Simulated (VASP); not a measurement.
# AgI (P6_3mc) in VASP: further runs, part 2 of 2

VASP 6.6.1. Earlier steps stand in the parts before.

## (3) Single point, PBEsol

This run uses another cell than the first one, of 33.54 Å³/atom.

INCAR reads:

```
SYSTEM = AgI
PREC = Accurate
ENCUT = 500
EDIFF = 1E-6
ISMEAR = -1
SIGMA = 0.05
LREAL = .FALSE.
LASPH = .TRUE.
NELM = 120
ALGO = Normal
ISIF = 2
LWAVE = .FALSE.
LCHARG = .FALSE.
GGA = PS
NBANDS = 26
GGA_COMPAT = .FALSE.
```

KPOINTS reads:

```
regular mesh
0
G
  10 10 6
  0 0 0
```

POSCAR reads:

```
AgI
1.0
    4.5589426758      0.0000000000      0.0000000000
   -2.2794713379      3.9481601717      0.0000000000
    0.0000000000      0.0000000000      7.4542371408
Ag I
2 2
Direct
    0.6666666667      0.3333333333      0.6275646764
    0.3333333333      0.6666666667      0.1275646764
    0.6666666667      0.3333333333      0.0024353236
    0.3333333333      0.6666666667      0.5024353236
```

Potentials or basis: VASP PAW PBE potentials, release 64 (Ag, I).

The run is started by

```sh
cat potpaw_PBE.64/Ag/POTCAR potpaw_PBE.64/I/POTCAR > POTCAR
mpirun -np 1 vasp_std > vasp.out
```

OUTCAR:

```text
SYSTEM = AgI
   PREC = Accurate
   ENCUT = 500
   EDIFF = 1E-6
   ISMEAR = -1
   LREAL = .FALSE.
   LASPH = .TRUE.
   NELM = 120
   ISIF = 2
   GGA = PS

 ion  position               nearest neighbor table
   1  0.667  0.333  0.628-   4 2.79   4 2.79   4 2.79   3 2.79
   2  0.333  0.667  0.128-   3 2.79   3 2.79   3 2.79   4 2.79
   3  0.667  0.333  0.002-   2 2.79   2 2.79   2 2.79   1 2.79
   4  0.333  0.667  0.502-   1 2.79   1 2.79   1 2.79   2 2.79

  LATTYP: Found a hexagonal cell.
 ALAT       =     4.5589426758
 C/A-ratio  =     1.6350802524

  Lattice vectors:

 A1 = (   4.5589426758,   0.0000000000,   0.0000000000)
 A2 = (  -2.2794713379,   3.9481601717,   0.0000000000)
 A3 = (   0.0000000000,   0.0000000000,   7.4542371408)

Analysis of symmetry for initial positions (statically):
=====================================================================
 Subroutine PRICEL returns:
 Original cell was already a primitive cell.

 Routine SETGRP: Setting up the symmetry group for a
 hexagonal supercell.

 Subroutine GETGRP returns: Found 12 space group operations
 (whereof  6 operations were pure point group operations)
 out of a pool of 24 trial point group operations.

The static configuration has the point symmetry C_3v.
 The point group associated with its full space group is C_6v.

Analysis of symmetry for dynamics (positions and initial velocities):
=====================================================================
 Subroutine PRICEL returns:
 Original cell was already a primitive cell.

 Routine SETGRP: Setting up the symmetry group for a
 hexagonal supercell.

 Subroutine GETGRP returns: Found 12 space group operations
 (whereof  6 operations were pure point group operations)
 out of a pool of 24 trial point group operations.

The dynamic configuration has the point symmetry C_3v.
[... 114 lines left out ...]
   PSTRESS=    0.0 pullay stress
   NELECT =      36.0000    total number of electrons
   NUPDOWN=      -1.0000    fix difference up-down
   EMIN   =  10.00;   EMAX   =-10.00  energy-range for DOS
   EFERMI =   0.00;   METHOD = LEGACY
   ISMEAR =    -1;   SIGMA  =   0.05  broadening in eV -4-tet -1-fermi 0-gaus
   EFERMI_NEDOS =   21; number of points for ismear=-14 and -15
   IALGO  =     38    algorithm
   IMIX   =      4    mixing-type and parameters
     AMIX     =   0.40;   BMIX     =  1.00
     AMIX_MAG =   1.60;   BMIX_MAG =  1.00
  volume/ion in A,a.u.               =      33.54       226.36
  Fermi-wavevector in a.u.,A,eV,Ry     =   1.055897  1.995356 15.169392  1.114919
  Thomas-Fermi vector in A             =   2.191113
   LORBIT       =      0    0 simple, 1 ext, 2 COOP (PROOUT), +10 PAW based schemes
   GGA     = PS    functional components
   LHFCALC =     F    Hartree Fock is set to
   AEXX    =    0.0000 exact exchange contribution
   IVDW    =     0    specifies the selected vdW correction
   LEPSILON=     F    determine dielectric tensor
   LRPA    =     F    only Hartree local field effects (RPA)
 non-spin polarized calculation
  energy-cutoff  :      500.00
  volume of cell :      134.17
 maximum number of plane-waves:      3430
 NGX is ok and might be reduce to    36
   NGX = 17   NGY = 17   NGZ = 27

 number of electron      36.0000003 magnetization

 Free energy of the ion-electron system (eV)
  ---------------------------------------------------
  ext. energy  EPLUGINS =         0.00000000
  ---------------------------------------------------
  free energy    TOTEN  =       -10.90981245 eV

  energy without entropy =      -10.90981240  energy(sigma->0) =      -10.90981243

 E-fermi :   3.9057     XC(G=0):  -8.7271

 val. band max:        3.2412551160   @ k =   0.0000   0.0000   0.0000
 cond. band min:       4.4740773810   @ k =   0.0000   0.0000   0.0000
 fundamental gap:      1.2328222650
 Fermi energy:         3.9057361733

 k-point     1 :       0.0000    0.0000    0.0000
  band No.  band energies     occupation
      1      -9.7273      2.00000
      2      -9.4136      2.00000
      3      -1.1076      2.00000
      4      -1.1041      2.00000
      5      -1.1041      2.00000
      6      -1.0885      2.00000
[... 685 lines left out ...]
     25      10.7306      0.00000
     26      11.7463      0.00000

 [... further k-points ...]
[... 5 lines left out ...]
  --------------------------------------------------------------------------------------
  -------------------------------------------------------------------------------------
  Total       -0.0306508     -0.0306508     -0.0347949     -0.0000000      0.0000000      0.0000000
  in kB       -0.3660081     -0.3660081     -0.4154931     -0.0000000      0.0000000      0.0000000
  external PRESSURE =      -0.3825031 kB  Pullay stress =       0.0000000 kB

 VOLUME and BASIS-vectors are now :
 -----------------------------------------------------------------------------
  energy-cutoff  :      500.00
  volume of cell :      134.17
      direct lattice vectors                 reciprocal lattice vectors
     4.558942676  0.000000000  0.000000000     0.219349106  0.126641265  0.000000000
    -2.279471338  3.948160172  0.000000000     0.000000000  0.253282531  0.000000000
     0.000000000  0.000000000  7.454237141     0.000000000  0.000000000  0.134151890

 POSITION                                       TOTAL-FORCE (eV/Angst)
 -----------------------------------------------------------------------------------
      2.27947      1.31605      4.67802         0.000000      0.000000     -0.000455
     -0.00000      2.63211      0.95090        -0.000000     -0.000000     -0.000455
      2.27947      1.31605      0.01815        -0.000000      0.000000      0.000455
     -0.00000      2.63211      3.74527         0.000000     -0.000000      0.000455
 -----------------------------------------------------------------------------------
    total drift:                               -0.000000      0.000000      0.001967

  FREE ENERGIE OF THE ION-ELECTRON SYSTEM (eV)
  ---------------------------------------------------
  free  energy   TOTEN  =       -10.9098124533 eV

  energy  without entropy=      -10.9098123990  energy(sigma->0) =      -10.90981243
```

OSZICAR:

```text
N       E                     dE             d eps       ncg     rms          rms(c)
DAV:   1     0.201354257738E+03    0.20135E+03   -0.15512E+04  2912   0.116E+03
DAV:   2    -0.903910911029E+00   -0.20226E+03   -0.19450E+03  3266   0.234E+02
DAV:   3    -0.109866007659E+02   -0.10083E+02   -0.10020E+02  3574   0.520E+01
DAV:   4    -0.111679281311E+02   -0.18133E+00   -0.18123E+00  3712   0.683E+00
DAV:   5    -0.111692431509E+02   -0.13150E-02   -0.13150E-02  3366   0.658E-01    0.781E+00
DAV:   6    -0.109123853444E+02    0.25686E+00   -0.98675E-01  3004   0.105E+01    0.574E+00
DAV:   7    -0.109117993408E+02    0.58600E-03   -0.15133E-01  3054   0.175E+00    0.240E+00
DAV:   8    -0.109096152693E+02    0.21841E-02   -0.79418E-03  3088   0.800E-01    0.357E-01
DAV:   9    -0.109096919780E+02   -0.76709E-04   -0.19699E-03  3252   0.431E-01    0.600E-02
DAV:  10    -0.109097587495E+02   -0.66771E-04   -0.84446E-05  3228   0.780E-02    0.303E-02
DAV:  11    -0.109098120429E+02   -0.53293E-04   -0.75590E-05  3066   0.558E-02    0.216E-02
DAV:  12    -0.109098107547E+02    0.12882E-05   -0.11441E-05  3488   0.387E-02    0.720E-03
DAV:  13    -0.109098127497E+02   -0.19950E-05   -0.49812E-06  3002   0.989E-03    0.875E-03
DAV:  14    -0.109098124533E+02    0.29637E-06   -0.43122E-07  2044   0.465E-03
   1 F= -.10909812E+02 E0= -.10909812E+02  d E =-.542861E-07
```

It took 2.2 min on 1 thread of Intel Xeon Platinum 8488C (Sapphire Rapids), shared host; peak memory 0.35 GiB.

Results:

- Free energy: -10.9098 eV
- Pressure: 0.0 GPa
- Band gap on the k mesh: 1.23 eV

Levels at points of the mesh, in eV from the valence-band top:
| k point | band 14 | band 15 | band 16 | band 17 | band 18 | band 19 | band 20 | band 21 | band 22 | band 23 |
| --- | --- | --- | --- | --- | --- | --- | --- | --- | --- | --- |
| (0.00, 0.00, 0.00) | -0.75 | -0.75 | -0.07 | 0.00 | 0.00 | 1.23 | 2.51 | 5.63 | 5.63 | 5.78 |
| (0.50, 0.00, 0.00) | -2.73 | -2.31 | -1.88 | -1.10 | -0.76 | 3.25 | 3.46 | 4.67 | 5.83 | 6.13 |
| (0.00, 0.00, 0.50) | -1.77 | -0.39 | -0.39 | -0.39 | -0.39 | 2.56 | 2.56 | 5.52 | 5.52 | 5.94 |
| (0.50, 0.00, 0.50) | -2.92 | -1.31 | -1.31 | -1.30 | -1.30 | 3.13 | 3.13 | 4.74 | 4.74 | 7.26 |

Caveat: the PAW data sets were made with another functional, which shifts forces and pressure a little; spin-orbit coupling is left out, which moves the levels of the heavy elements. A k mesh can miss the band edges.

## (4) Relaxation of cell and atoms, PBEsol

INCAR reads:

```
ALGO     = Normal         # electronic algorithm
EDIFF    = 1E-7           # SCF threshold, eV
EDIFFG   = -0.002         # ionic threshold
ENCUT    = 500            # plane-wave cutoff, eV
GGA      = PS             # functional
GGA_COMPAT= F            
IBRION   = 2              # ionic algorithm
ISIF     = 3              # what is computed and relaxed
ISMEAR   = -1             # smearing method
LASPH    = T              # aspherical terms in the spheres
LCHARG   = F              # write CHGCAR
LREAL    = F              # projectors in reciprocal space
LWAVE    = F              # write WAVECAR
NELM     = 120            # most SCF steps
NELMIN   = 4            
NSW      = 100            # ionic steps
PREC     = Accurate       # precision mode
SIGMA    = 0.05           # smearing width, eV
```

KPOINTS reads:

```
k-points
0
Gamma
  10 10 6
```

POSCAR reads:

```
AgI
1.0
    4.5900000000      0.0000000000      0.0000000000
   -2.2950000000      3.9750566034      0.0000000000
    0.0000000000      0.0000000000      7.5200000000
Ag I
2 2
Direct
    0.6666666667      0.3333333333      0.6300000000
    0.3333333333      0.6666666667      0.1300000000
    0.6666666667      0.3333333333      0.0000000000
    0.3333333333      0.6666666667      0.5000000000
```

The run is started by

```sh
cat potpaw_PBE.64/Ag/POTCAR potpaw_PBE.64/I/POTCAR > POTCAR
mpirun -np 1 vasp_std > vasp.out
```

Run time: 15 min. Hardware: 1 thread of Intel Xeon Platinum 8488C (Sapphire Rapids), shared host; peak memory 0.36 GiB.

It converged, with:

* Free energy: -10.9102 eV
* Relaxed volume: 33.51 Å³/atom
* Relaxed cell: a = 4.558 Å, b = 4.558 Å, c = 7.450 Å, α = 90.00°, β = 90.00°, γ = 120.00°
* Space group after relaxing (to 0.1 Å): P6_3mc (No. 186)
* Energy gained by relaxing: 2.6 meV/atom
* Ionic steps: 11
* Pressure after relaxing: 0.0 GPa
* Band gap on the k mesh: 1.23 eV

The path:
```csv
step,energy change (eV),largest force (eV/Å),pressure (GPa),volume (Å³)
1,0.0000,0.0789,-0.75,137.21
2,-0.0094,0.0392,-0.02,134.05
3,-0.0095,0.0354,0.06,133.78
4,-0.0095,0.0364,0.05,133.85
5,-0.0097,0.0196,0.01,133.96
6,-0.0098,0.0097,-0.01,134.03
7,-0.0099,0.0084,-0.01,134.02
8,-0.0101,0.0043,0.00,133.98
9,-0.0103,0.0033,0.03,133.90
10,-0.0102,0.0051,-0.07,134.27
11,-0.0103,0.0002,0.00,134.03
```

Final structure:
```yaml
crystal:
  lattice:
    - [4.55773, 0.00000, 0.00000]
    - [-2.27886, 3.94711, 0.00000]
    - [0.00000, 0.00000, 7.45040]
  atoms:
    - { symbol: Ag, position: [0.66667, 0.33333, 0.62751] }
    - { symbol: Ag, position: [0.33333, 0.66667, 0.12751] }
    - { symbol: I, position: [0.66667, 0.33333, 0.00249] }
    - { symbol: I, position: [0.33333, 0.66667, 0.50249] }
```

Levels at points of the mesh, in eV from the valence-band top:
| k point | band 15 | band 16 | band 17 | band 18 | band 19 | band 20 | band 21 | band 22 |
| --- | --- | --- | --- | --- | --- | --- | --- | --- |
| (0.00, 0.00, 0.00) | -0.75 | -0.07 | 0.00 | 0.00 | 1.23 | 2.51 | 5.63 | 5.63 |
| (0.50, 0.00, 0.00) | -2.31 | -1.88 | -1.11 | -0.76 | 3.25 | 3.46 | 4.67 | 5.84 |
| (0.00, 0.00, 0.50) | -0.39 | -0.39 | -0.39 | -0.39 | 2.56 | 2.56 | 5.52 | 5.52 |
| (0.50, 0.00, 0.50) | -1.32 | -1.32 | -1.30 | -1.30 | 3.13 | 3.13 | 4.74 | 4.74 |

Caveat: the PAW data sets were made with another functional, which shifts forces and pressure a little; spin-orbit coupling is left out, which moves the levels of the heavy elements.

## (5) Overview

```csv
task,level,cell,k mesh,smearing,gap on the mesh (eV),pressure (GPa),relaxed volume (Å³/atom)
relaxation of cell and atoms,PBE,"relaxed from a = 4.590, b = 4.590, c = 7.520 Å, angles 90.0, 90.0, 120.0°, 4 atoms, atomic positions A",6 × 6 × 4,gaussian 0.01 eV,1.37,0.0,36.37
single point,PBEsol,"a = 4.559, b = 4.559, c = 7.454 Å, angles 90.0, 90.0, 120.0°, 4 atoms, atomic positions B",10 × 10 × 6,fermi-dirac 0.05 eV,1.23,0.0,-
relaxation of cell and atoms,PBEsol,"relaxed from a = 4.590, b = 4.590, c = 7.520 Å, angles 90.0, 90.0, 120.0°, 4 atoms, atomic positions A",10 × 10 × 6,fermi-dirac 0.05 eV,1.23,0.0,33.51
```

Alike in all rows: potentials or basis VASP PAW PBE potentials, release 64 (Ag, I); no spin polarisation; cutoff (eV) 500.

Caveats: spin-orbit coupling is left out, which moves the levels of the heavy elements; the PAW data sets were made with another functional, which shifts forces and pressure a little (at least some runs).

Absolute energies hang on the potentials; compare differences alone.
